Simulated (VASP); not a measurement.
Write the native input for VASP 6.6.1 that does the following.

| Quantity | Value |
| --- | --- |
| Task | single point |
| Functional | PBE |
| Potentials or basis | VASP PAW PBE potentials, release 64 (Ni) |
| Cutoff | 520 eV |
| k mesh | 12 × 12 × 12 |
| Occupations | fermi-dirac, width 0.1 eV |
| Spin | collinear spin, ferromagnetic start |
| Starting moments | [2.0] μB |
| Dipole correction | no |
| Further INCAR settings | ALGO = Normal; EDIFF = 1e-06; NBANDS = 15 |

The structure of Ni lies in POSCAR:

```
Ni
1.0
    0.0000000000      1.7701000000      1.7701000000
    1.7701000000      0.0000000000      1.7701000000
    1.7701000000      1.7701000000      0.0000000000
Ni
1
Direct
    0.0000000000      0.0000000000      0.0000000000
```

One way to write it, as run:

INCAR

```
SYSTEM = Ni
PREC     = Accurate       ! precision mode
ENCUT    = 520            ! plane-wave cutoff, eV
EDIFF    = 1E-6           ! SCF threshold, eV
ISMEAR   = -1             ! smearing method
SIGMA    = 0.1            ! smearing width, eV
LREAL    = .False.        ! projectors in reciprocal space
LASPH    = .True.         ! aspherical terms in the spheres
NELM     = 150            ! most SCF steps
ALGO     = Normal         ! electronic algorithm
ISIF     = 2              ! what is computed and relaxed
LWAVE    = .False.        ! write WAVECAR
LCHARG   = .False.        ! write CHGCAR
ISPIN    = 2              ! spin polarisation
MAGMOM   = 2              ! initial moments
LORBIT   = 11             ! projections on sites
LMAXMIX  = 4              ! l up to which the mixer works
GGA      = PE             ! functional
NBANDS   = 15             ! bands
```

KPOINTS

```
Automatic mesh
0
Gamma
  12 12 12
  0 0 0
```

Potentials or basis: VASP PAW PBE potentials, release 64 (Ni).

The run is started by

```console
$ cat potpaw_PBE.64/Ni/POTCAR > POTCAR
$ mpirun -np 1 vasp_std > vasp.out
```

Results of the run:

| Property | Result |
| --- | --- |
| Pressure | -3.0 GPa |
| Net moment | 0.64 μB per cell |
| Site moments | Ni +0.65 μB |
| Valence electrons inside the program's atomic spheres | Ni 9.28 |

Run time: 18 s on 1 thread of Intel(R) Xeon(R) Platinum 8488C (Sapphire Rapids) (shared host), peak memory 0.14 GiB.
